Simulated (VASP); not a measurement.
Here is a VASP 6.6.1 calculation.

The input INCAR:

```
PREC = Accurate ; ENCUT = 520
EDIFF = 1E-7 ; ISMEAR = 0
SIGMA = 0.1 ; LREAL = F
LASPH = T ; NELM = 60
ALGO = Fast ; ISIF = 2
LWAVE = F ; LCHARG = T
GGA = PS ; LELF = T
LVHAR = T ; NBANDS = 38
```

File KPOINTS:

```
Automatic mesh
0
Gamma
  6 10 8
```

File POSCAR:

```
HfSi
1.0
    6.8218119257      0.0000000000      0.0000000000
    0.0000000000      3.7596398356      0.0000000000
    0.0000000000      0.0000000000      5.2017439118
Hf Si
4 4
Direct
    0.1755908221      0.2500000000      0.1264896848
    0.3244091779      0.7500000000      0.6264896848
    0.6755908221      0.2500000000      0.3735103152
    0.8244091779      0.7500000000      0.8735103152
    0.0430603597      0.2500000000      0.6402012504
    0.4569396403      0.7500000000      0.1402012504
    0.5430603597      0.2500000000      0.8597987496
    0.9569396403      0.7500000000      0.3597987496
```

Potentials or basis: VASP PAW PBE potentials, release 64 (Hf_pv, Si).

The run is started by

```console
$ cat potpaw_PBE.64/Hf_pv/POTCAR potpaw_PBE.64/Si/POTCAR > POTCAR
$ mpirun -np 1 vasp_std > vasp.out
```

Problem. Predict the largest force.

Solution. 0.010 eV/Å.

Problem. Predict the band gap on the k mesh.

Solution. Zero (bands 28 and 29 overlap by 0.40 eV).

Problem. Predict the pressure.

Solution. 0.1 GPa.

Forces on the atoms (eV/Å):
```
Hf   0.000  0.000 -0.007
Hf   0.000  0.000 -0.007
Hf   0.000  0.000  0.007
Hf   0.000  0.000  0.007
Si  -0.005  0.000 -0.009
Si   0.005  0.000 -0.009
Si  -0.005  0.000  0.009
Si   0.005  0.000  0.009
```

Caveat: the PAW data sets were made with another functional, which shifts forces and pressure a little; spin-orbit coupling is left out, which moves the levels of the heavy elements.
